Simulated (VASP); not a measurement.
# Ge5P (P-6m2) in VASP: a series of runs

Ge5P is run at these levels: PBE; tasks: single point, relaxation of cell and atoms.

Everything below comes from runs of VASP 6.6.1. Logs are shortened: lines on timing, memory, paths and dates and some standing lists are left out, and cuts for length are marked.

## 1. The cell of the first run

The structure is hexagonal, space group P-6m2 (No. 187). The conventional cell has a = 3.210 Å, b = 3.210 Å, c = 12.516 Å, α = 90.00°, β = 90.00°, γ = 120.00°. Ge (site symmetry 3m) has 3 P at 2.59 Å and 9 Ge at 2.90 to 3.21 Å within 3.4 Å. Within 3.8 Å of Ge (site symmetry 3m) lie 12 Ge at 2.89 to 3.21 Å. Ge (site symmetry -6m2) has 12 Ge at 2.89 to 3.21 Å within 3.8 Å. Within 3.4 Å of P (site symmetry -6m2) lie 6 Ge at 2.59 Å and 6 P at 3.21 Å.

The cell was built from a structure type or drawn by symmetry, and may not be a known phase.

## 2. Single point, PBE

INCAR reads:

```
SYSTEM = Ge5P
PREC = Accurate
ENCUT = 520
EDIFF = 1E-6
ISMEAR = 0
SIGMA = 0.1
LREAL = .FALSE.
LASPH = .TRUE.
NELM = 100
ALGO = Normal
ISIF = 2
LWAVE = .FALSE.
LCHARG = .FALSE.
GGA = PE
NBANDS = 46
```

KPOINTS reads:

```
Automatic mesh
0
G
  6 6 1
  0 0 0
```

POSCAR reads:

```
Ge5P
1.0
    3.2096512720     -0.0000000028      0.0000000000
   -1.6048256336      2.7796395402      0.0000000000
    0.0000000000      0.0000000000     12.5163228674
Ge P
5 1
Direct
    0.6666666667      0.3333333333      0.8556506217
    0.0000000000      0.0000000000      0.6770415849
    0.6666666667      0.3333333333      0.5000000000
    0.0000000000      0.0000000000      0.3229584151
    0.6666666667      0.3333333333      0.1443493783
    0.0000000000      0.0000000000      0.0000000000
```

Potentials or basis: VASP PAW PBE potentials, release 64 (Ge_d, P).

Run with:

```
$ cat potpaw_PBE.64/Ge_d/POTCAR potpaw_PBE.64/P/POTCAR > POTCAR
$ mpirun -np 1 vasp_std > vasp.out
```

OUTCAR:

```text
SYSTEM = Ge5P
   PREC = Accurate
   ENCUT = 520
   EDIFF = 1E-6
   ISMEAR = 0
   LREAL = .FALSE.
   LASPH = .TRUE.
   NELM = 100
   ISIF = 2
   GGA = PE

 ion  position               nearest neighbor table
   1  0.667  0.333  0.856-   6 2.59   6 2.59   6 2.59   2 2.90   2 2.90   2 2.90
   2  0.000  0.000  0.677-   3 2.89   3 2.89   3 2.89   1 2.90   1 2.90   1 2.90
   3  0.667  0.333  0.500-   2 2.89   4 2.89   2 2.89   4 2.89   2 2.89   4 2.89
   4  0.000  0.000  0.323-   3 2.89   3 2.89   3 2.89   5 2.90   5 2.90   5 2.90
   5  0.667  0.333  0.144-   6 2.59   6 2.59   6 2.59   4 2.90   4 2.90   4 2.90
   6  0.000  0.000  0.000-   1 2.59   5 2.59   1 2.59   5 2.59   1 2.59   5 2.59

  LATTYP: Found a hexagonal cell.
 ALAT       =     3.2096512720
 C/A-ratio  =     3.8995896459

  Lattice vectors:

 A1 = (   3.2096512720,  -0.0000000028,   0.0000000000)
 A2 = (  -1.6048256336,   2.7796395402,   0.0000000000)
 A3 = (   0.0000000000,   0.0000000000,  12.5163228674)

Analysis of symmetry for initial positions (statically):
=====================================================================
 Subroutine PRICEL returns:
 Original cell was already a primitive cell.

 Routine SETGRP: Setting up the symmetry group for a
 hexagonal supercell.

 Subroutine GETGRP returns: Found 12 space group operations
 (whereof 12 operations were pure point group operations)
 out of a pool of 24 trial point group operations.

The static configuration has the point symmetry D_3h.

Analysis of symmetry for dynamics (positions and initial velocities):
=====================================================================
 Subroutine PRICEL returns:
 Original cell was already a primitive cell.

 Routine SETGRP: Setting up the symmetry group for a
 hexagonal supercell.

 Subroutine GETGRP returns: Found 12 space group operations
 (whereof 12 operations were pure point group operations)
 out of a pool of 24 trial point group operations.

The dynamic configuration has the point symmetry D_3h.

 Subroutine INISYM returns: Found 12 space group operations
 (whereof 12 operations are pure point group operations),
 and found     1 'primitive' translations

----------------------------------------------------------------------------------------

                                     Primitive cell

  volume of cell :     111.6665

  direct lattice vectors                    reciprocal lattice vectors
     3.209651272 -0.000000003  0.000000000     0.311560327  0.179879438  0.000000000
    -1.604825634  2.779639540  0.000000000     0.000000000  0.359758877  0.000000000
     0.000000000  0.000000000 12.516322867     0.000000000  0.000000000  0.079895670

  length of vectors
     3.209651272  3.209651272 12.516322867     0.359758877  0.359758877  0.079895670

  position of ions in fractional coordinates (direct lattice)
     0.666666667  0.333333333  0.855650622
     0.000000000  0.000000000  0.677041585
     0.666666667  0.333333333  0.500000000
     0.000000000  0.000000000  0.322958415
     0.666666667  0.333333333  0.144349378
     0.000000000  0.000000000  0.000000000

  ion indices of the primitive-cell ions
   primitive index   ion index
                 1           1
                 2           2
                 3           3
                 4           4
                 5           5
                 6           6

----------------------------------------------------------------------------------------

 KPOINTS: Automatic mesh

Automatic generation of k-mesh.
 Grid dimensions read from file:
 generate k-points for:    6    6    1

 Generating k-lattice:

  Cartesian coordinates                     Fractional coordinates (reciprocal lattice)
     0.051926721  0.029979906  0.000000000     0.166666667 -0.000000000  0.000000000
     0.000000000  0.059959813  0.000000000     0.000000000  0.166666667  0.000000000
     0.000000000  0.000000000  0.079895670     0.000000000  0.000000000  1.000000000

  Length of vectors
     0.059959813  0.059959813  0.079895670

  Shift w.r.t. Gamma in fractional coordinates (k-lattice)
     0.000000000  0.000000000  0.000000000

 Subroutine IBZKPT returns following result:
 ===========================================

 Found      7 irreducible k-points:

 Following reciprocal coordinates:
            Coordinates               Weight
  0.000000  0.000000  0.000000      1.000000
  0.166667 -0.000000  0.000000      6.000000
  0.333333 -0.000000  0.000000      6.000000
  0.500000  0.000000  0.000000      3.000000
  0.166667  0.166667  0.000000      6.000000
  0.333333  0.166667  0.000000     12.000000
  0.333333  0.333333  0.000000      2.000000
   k-points           NKPTS =      7   k-points in BZ     NKDIM =      7   number of bands    NBANDS=     46
   number of dos      NEDOS =    301   number of ions     NIONS =      6
   total plane-waves  NPLWV =  55296
   dimension x,y,z NGX =    24 NGY =   24 NGZ =   96
   dimension x,y,z NGXF=    48 NGYF=   48 NGZF=  192
   ions per type =               5   1
   NGX,Y,Z   is equivalent  to a cutoff of  12.43, 12.43, 12.75 a.u.
   NGXF,Y,Z  is equivalent  to a cutoff of  24.86, 24.86, 25.50 a.u.
 SYSTEM =  Ge5P
   PREC   = accura    normal or accurate (medium, high low for compatibility)
   ISTART =      0    job   : 0-new  1-cont  2-samecut
   ICHARG =      2    charge: 1-file 2-atom 10-const
   ISPIN  =      1    spin polarized calculation?
   LNONCOLLINEAR =      F non collinear calculations
   LSORBIT =      F    spin-orbit coupling
   LASPH  =      T    aspherical Exc in radial PAW
   ENCUT  =  520.0 eV  38.22 Ry    6.18 a.u.   5.97  5.97 23.27*2*pi/ulx,y,z
   NELM   =    100;   NELMIN=  2; NELMDL= -5     # of ELM steps
   EDIFF  = 0.1E-05   stopping-criterion for ELM
   LREAL  =      F    real-space projection
   EDIFFG = 0.1E-04   stopping-criterion for IOM
   NSW    =      0    number of steps for IOM
   IBRION =     -1    ionic relax: 0-MD 1-quasi-New 2-CG
   NFREE  =      0    steps in history (QN), initial steepest desc. (CG)
   ISIF   =      2    stress and relaxation
   ISYM   =      2    0-nonsym 1-usesym 2-fastsym
   POTIM  = 0.5000    time-step for ionic-motion
   TEBEG  =    0.0;   TEEND  =   0.0 temperature during run
   PSTRESS=    0.0 pullay stress
   NELECT =      75.0000    total number of electrons
   NUPDOWN=      -1.0000    fix difference up-down
   EMIN   =  10.00;   EMAX   =-10.00  energy-range for DOS
   EFERMI =   0.00;   METHOD = LEGACY
   ISMEAR =     0;   SIGMA  =   0.10  broadening in eV -4-tet -1-fermi 0-gaus
   EFERMI_NEDOS =   21; number of points for ismear=-14 and -15
   IALGO  =     38    algorithm
   IMIX   =      4    mixing-type and parameters
     AMIX     =   0.40;   BMIX     =  1.00
     AMIX_MAG =   1.60;   BMIX_MAG =  1.00
  volume/ion in A,a.u.               =      18.61       125.59
  Fermi-wavevector in a.u.,A,eV,Ry     =   1.433687  2.709275 27.966194  2.055457
  Thomas-Fermi vector in A             =   2.553177
   LORBIT       =      0    0 simple, 1 ext, 2 COOP (PROOUT), +10 PAW based schemes
   GGA     = PE    functional components
   LHFCALC =     F    Hartree Fock is set to
   AEXX    =    0.0000 exact exchange contribution
   IVDW    =     0    specifies the selected vdW correction
   LEPSILON=     F    determine dielectric tensor
   LRPA    =     F    only Hartree local field effects (RPA)
 non-spin polarized calculation
 Gauss-broadening in eV      SIGMA  =   0.10
  energy-cutoff  :      520.00
  volume of cell :      111.67
 maximum number of plane-waves:      3042
 NGX is ok and might be reduce to    24
   NGX = 11   NGY = 11   NGZ = 47

 number of electron      75.0000059 magnetization

 Free energy of the ion-electron system (eV)
  ---------------------------------------------------
  ext. energy  EPLUGINS =         0.00000000
  ---------------------------------------------------
  free energy    TOTEN  =       -26.20119212 eV

  energy without entropy =      -26.19182212  energy(sigma->0) =      -26.19650712

 E-fermi :   6.8249     XC(G=0): -11.1639

 val. band max:        6.2994216840   @ k =   0.3333   0.1667   0.0000
 cond. band min:       6.8585882950   @ k =   0.1667   0.1667   0.0000
 fundamental gap:      0.5591666110
 Fermi energy:         6.8248519616

 k-point     1 :       0.0000    0.0000    0.0000
  band No.  band energies     occupation
      1     -17.9491      2.00000
      2     -17.9491      2.00000
      3     -17.9471      2.00000
      4     -17.9471      2.00000
      5     -17.9441      2.00000
      6     -17.9441      2.00000
[... 38 lines left out ...]
     45      13.0758      0.00000
     46      13.4419      0.00000

 k-point     2 :       0.1667   -0.0000    0.0000
  band No.  band energies     occupation
      1     -17.9537      2.00000
      2     -17.9537      2.00000
      3     -17.9483      2.00000
      4     -17.9469      2.00000
      5     -17.9409      2.00000
      6     -17.9407      2.00000
[... 38 lines left out ...]
     45      12.4473      0.00000
     46      13.2771      0.00000

 k-point     3 :       0.3333   -0.0000    0.0000
  band No.  band energies     occupation
      1     -17.9659      2.00000
      2     -17.9631      2.00000
      3     -17.9549      2.00000
      4     -17.9485      2.00000
      5     -17.9440      2.00000
      6     -17.9379      2.00000
[... 38 lines left out ...]
     45      11.2800      0.00000
     46      11.4852      0.00000

 k-point     4 :       0.5000    0.0000    0.0000
  band No.  band energies     occupation
      1     -17.9718      2.00000
      2     -17.9664      2.00000
      3     -17.9579      2.00000
      4     -17.9510      2.00000
      5     -17.9481      2.00000
      6     -17.9416      2.00000
[... 38 lines left out ...]
     45      10.8149      0.00000
     46      11.0754      0.00000

 k-point     5 :       0.1667    0.1667    0.0000
  band No.  band energies     occupation
      1     -17.9545      2.00000
      2     -17.9539      2.00000
      3     -17.9502      2.00000
      4     -17.9490      2.00000
      5     -17.9439      2.00000
      6     -17.9416      2.00000
[... 38 lines left out ...]
     45      11.5567      0.00000
     46      12.2155      0.00000

 k-point     6 :       0.3333    0.1667    0.0000
  band No.  band energies     occupation
      1     -17.9611      2.00000
      2     -17.9573      2.00000
      3     -17.9543      2.00000
      4     -17.9531      2.00000
      5     -17.9414      2.00000
      6     -17.9388      2.00000
[... 38 lines left out ...]
     45      11.6063      0.00000
     46      11.7134      0.00000

 k-point     7 :       0.3333    0.3333    0.0000
  band No.  band energies     occupation
      1     -17.9688      2.00000
      2     -17.9556      2.00000
      3     -17.9392      2.00000
      4     -17.9382      2.00000
      5     -17.9372      2.00000
      6     -17.9311      2.00000
[... 38 lines left out ...]
     45       9.5162      0.00000
     46      12.8125      0.00000

------------------------ aborting loop because EDIFF is reached ----------------------------------------

  FORCE on cell =-STRESS in cart. coord.  units (eV):
  Direction    XX          YY          ZZ          XY          YZ          ZX
  --------------------------------------------------------------------------------------
  -------------------------------------------------------------------------------------
  Total       -0.0644199     -0.0644199      0.0651031      0.0000000      0.0000000     -0.0000000
  in kB       -0.9242889     -0.9242889      0.9340911      0.0000000      0.0000000     -0.0000000
  external PRESSURE =      -0.3048289 kB  Pullay stress =       0.0000000 kB

 VOLUME and BASIS-vectors are now :
 -----------------------------------------------------------------------------
  energy-cutoff  :      520.00
  volume of cell :      111.67
      direct lattice vectors                 reciprocal lattice vectors
     3.209651272 -0.000000003  0.000000000     0.311560327  0.179879438  0.000000000
    -1.604825634  2.779639540  0.000000000     0.000000000  0.359758877  0.000000000
     0.000000000  0.000000000 12.516322867     0.000000000  0.000000000  0.079895670

 POSITION                                       TOTAL-FORCE (eV/Angst)
 -----------------------------------------------------------------------------------
      1.60483      0.92655     10.70960        -0.000000      0.000000      0.020138
      0.00000      0.00000      8.47407         0.000000     -0.000000      0.006439
      1.60483      0.92655      6.25816         0.000000     -0.000000      0.000000
      0.00000      0.00000      4.04225         0.000000     -0.000000     -0.006439
      1.60483      0.92655      1.80672        -0.000000      0.000000     -0.020138
      0.00000      0.00000      0.00000         0.000000     -0.000000      0.000000
 -----------------------------------------------------------------------------------
    total drift:                               -0.000000      0.000000      0.000000

  FREE ENERGIE OF THE ION-ELECTRON SYSTEM (eV)
  ---------------------------------------------------
  free  energy   TOTEN  =       -26.2011921220 eV

  energy  without entropy=      -26.1918221216  energy(sigma->0) =      -26.19650712
```

It took 19 s on 1 thread of AMD EPYC 9R45 (Zen 5), shared host; peak memory 0.19 GiB.

What came out:

```
Free energy            : -26.2012 eV
Pressure               : 0.0 GPa
Largest force          : 0.020 eV/Å
Band gap on the k mesh : zero (an odd number of electrons rules out a gap without spin polarisation)
```

Forces in eV/Å, atoms in the order of the input:
```
Ge   0.000  0.000  0.020
Ge   0.000  0.000  0.006
Ge   0.000  0.000  0.000
Ge   0.000  0.000 -0.006
Ge   0.000  0.000 -0.020
P    0.000  0.000  0.000
```

Levels at points of the mesh, in eV from the Fermi level:
| k point | band 35 | band 36 | band 37 | band 38 | band 39 | band 40 | band 41 | band 42 |
| --- | --- | --- | --- | --- | --- | --- | --- | --- |
| (0.00, 0.00, 0.00) | 1.28 | 1.61 | 4.60 | 4.60 | 4.85 | 4.85 | 5.41 | 5.41 |
| (0.50, 0.00, 0.00) | -3.34 | -1.26 | -1.17 | -0.86 | 0.55 | 1.47 | 1.63 | 1.69 |

Caveat: the k points lie up to 0.50 Å⁻¹ apart, too coarse for converged energies and pressures of a metal.

## 3. Single point, PBE

This run uses another cell than the first one, of 25.88 Å³/atom.

INCAR reads:

```
PREC = Accurate
ENCUT = 520
EDIFF = 1E-6
ISMEAR = 0
SIGMA = 0.1
LREAL = F
LASPH = T
NELM = 80
ALGO = Normal
ISIF = 2
LWAVE = F
LCHARG = T
GGA = PE
LELF = T
LVHAR = T
NBANDS = 46
```

KPOINTS reads:

```
Automatic mesh
0
Gamma
  6 6 1
```

POSCAR reads:

```
Ge5P
1.0
    3.3560766700      0.0000000000      0.0000000000
   -1.6780383300      2.9064476500      0.0000000000
    0.0000000000      0.0000000000     15.9184295600
Ge P
5 1
Direct
    0.6666666700      0.3333333300      0.8533704300
    0.0000000000      0.0000000000      0.6760535800
    0.6666666700      0.3333333300      0.5000000000
    0.0000000000      0.0000000000      0.3239464200
    0.6666666700      0.3333333300      0.1466295700
    0.0000000000      0.0000000000      0.0000000000
```

Potentials or basis: VASP PAW PBE potentials, release 64 (Ge_d, P).

Run with:

```
$ cat potpaw_PBE.64/Ge_d/POTCAR potpaw_PBE.64/P/POTCAR > POTCAR
$ mpirun -np 1 vasp_std > vasp.out
```

Run time: 37 s. Hardware: 1 thread of AMD EPYC 9R45 (Zen 5), shared host; peak memory 0.26 GiB.

It converged, with:

* Free energy: -23.7446 eV
* Pressure: -10.9 GPa
* Largest force: 0.242 eV/Å
* Band gap on the k mesh: zero (an odd number of electrons rules out a gap without spin polarisation)

Forces on the atoms (eV/Å):
```
Ge   0.000  0.000  0.242
Ge   0.000  0.000 -0.071
Ge   0.000  0.000  0.000
Ge   0.000  0.000  0.071
Ge   0.000  0.000 -0.242
P    0.000  0.000  0.000
```

Stress tensor (GPa, compression positive):
```
-10.63   0.00   0.00
  0.00 -10.63   0.00
  0.00   0.00 -11.50
```

Levels at points of the mesh, in eV from the Fermi level:
| k point | band 34 | band 35 | band 36 | band 37 | band 38 | band 39 | band 40 | band 41 |
| --- | --- | --- | --- | --- | --- | --- | --- | --- |
| (0.00, 0.00, 0.00) | -1.17 | 1.89 | 1.89 | 2.83 | 3.03 | 4.77 | 4.77 | 4.93 |
| (0.50, 0.00, 0.00) | -2.91 | -2.86 | -2.60 | -1.27 | -0.71 | 0.16 | 1.17 | 1.52 |

Caveat: the k points lie up to 0.39 Å⁻¹ apart, too coarse for converged energies and pressures of a metal.

(Part 1 of 2 ends here.)
